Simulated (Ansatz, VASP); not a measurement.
**One calculation of Ba, two programs**

INCAR

```
PREC = Accurate
ENCUT = 520
EDIFF = 1E-8
ISMEAR = -1
SIGMA = 0.03
LREAL = F
LASPH = T
NELM = 100
ALGO = Normal
ISIF = 2
LWAVE = F
LCHARG = F
GGA = PS
LEFG = T
NBANDS = 17
```

File KPOINTS:

```
Automatic mesh
0
Gamma
  11 11 6
```

Contents of POSCAR:

```
Ba
1.0
    2.2043193500     -3.9988569750      0.0000000000
    2.2043193500      3.9988569750      0.0000000000
    0.0000000000      0.0000000000      7.4305148100
Ba
2
Direct
    0.6495962400      0.3504037600      0.2500000000
    0.3504037600      0.6495962400      0.7500000000
```

Input for Ansatz:

```yaml
crystal:
  lattice:
    - [2.20431935, -3.998856975, 0.0]
    - [2.20431935, 3.998856975, 0.0]
    - [0.0, 0.0, 7.43051481]
  atoms:
    - { symbol: Ba, position: [0.64959624, 0.35040376, 0.25] }
    - { symbol: Ba, position: [0.35040376, 0.64959624, 0.75] }
kpoints:
  mp_grid: { grid: [11, 11, 6] }
  band_path:
    path:
      - [0.0, 0.0, 0.0]
      - [-0.5, 0.5, 0.0]
      - [-0.3259656559, 0.6740343441, 0.0]
      - [0.3259656559, 0.3259656559, 0.0]
      - [0.0, 0.0, 0.0]
      - [0.0, 0.0, 0.5]
      - [0.3259656559, 0.3259656559, 0.5]
      - [-0.3259656559, 0.6740343441, 0.5]
      - [-0.5, 0.5, 0.5]
    npoints: 5
scf:
  occupations: { method: fermi_dirac, width: 0.03 }
hamiltonian:
  xc: pbesol
  pseudopotentials: { kind: paw }
output:
  forces: true
  stress: true
  eigenvalues: true
  efg: { contact_densities: true }
```

Alike in both runs: task electric field gradients; functional PBEsol; k mesh 11 × 11 × 6; occupations fermi-dirac, width 0.03 eV; no spin polarisation.

|  | VASP | Ansatz |
| --- | --- | --- |
| version | VASP 6.6.1 | Ansatz 0.2.0 |
| potentials or method | VASP PAW PBE potentials, release 64 (Ba_sv) | PAW with Ansatz's default frozen-core files, scalar-relativistic |
| plane-wave cutoff (eV) | 520 | 420 |
| valence electrons in the cell | 20 | 20 |

|  | VASP | Ansatz | Ansatz less VASP |
| --- | --- | --- | --- |
| pressure (GPa) | -0.8 | -0.9 | -0.04 |
| traceless stress, the component that is largest in VASP (GPa) | 0.09 | 0.09 | +0.002 |
| rms of the force components (eV/Å) | 0.016 | 0.016 | -0.0002 |
| size of Vzz on the site where it differs most (V/Å²) | 10.9 | 10.4 | -0.57 |

VASP's potentials were made for PBE, not for PBEsol. Atom by atom the forces differ by 0.000 eV/Å (rms over components).

Neither program's run includes spin-orbit coupling.
